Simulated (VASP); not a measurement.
Here is a VASP 6.6.1 calculation.

The input INCAR:

```
SYSTEM = LiZr4N
PREC = Accurate
ENCUT = 520
EDIFF = 1E-6
ISMEAR = 0
SIGMA = 0.1
LREAL = .False.
LASPH = .True.
NELM = 60
ALGO = Normal
ISIF = 2
LWAVE = .False.
LCHARG = .False.
GGA = PE
NBANDS = 37
```

KPOINTS

```
regular mesh
0
Gamma
  12 12 4
  0 0 0
```

The input POSCAR:

```
LiZr4N
1.0
    3.1984407128      0.0000000000      0.0000000000
   -1.5992203564      2.7699309097      0.0000000000
    0.0000000000      0.0000000000     13.4247341150
Li Zr N
1 4 1
Direct
    0.0000000000      0.0000000000      0.0000000000
    0.6666666667      0.3333333333      0.4016869098
    0.3333333333      0.6666666667      0.5983130902
    0.6666666667      0.3333333333      0.7962351681
    0.3333333333      0.6666666667      0.2037648319
    0.0000000000      0.0000000000      0.5000000000
```

Potentials or basis: VASP PAW PBE potentials, release 64 (Li_sv, Zr_sv, N).

Run with:

```sh
$ cat potpaw_PBE.64/Li_sv/POTCAR potpaw_PBE.64/Zr_sv/POTCAR potpaw_PBE.64/N/POTCAR > POTCAR
$ mpirun -np 1 vasp_std > vasp.out
```

Question: What does it give for the band gap on the k mesh?

Answer: Zero (bands 28 and 29 overlap by 0.71 eV).

Question: What does it give for the largest force?

Answer: 0.022 eV/Å.

Forces on the atoms (eV/Å):
```
Li   0.000  0.000  0.000
Zr   0.000  0.000 -0.022
Zr   0.000  0.000  0.022
Zr   0.000  0.000  0.001
Zr   0.000  0.000 -0.001
N    0.000  0.000  0.000
```
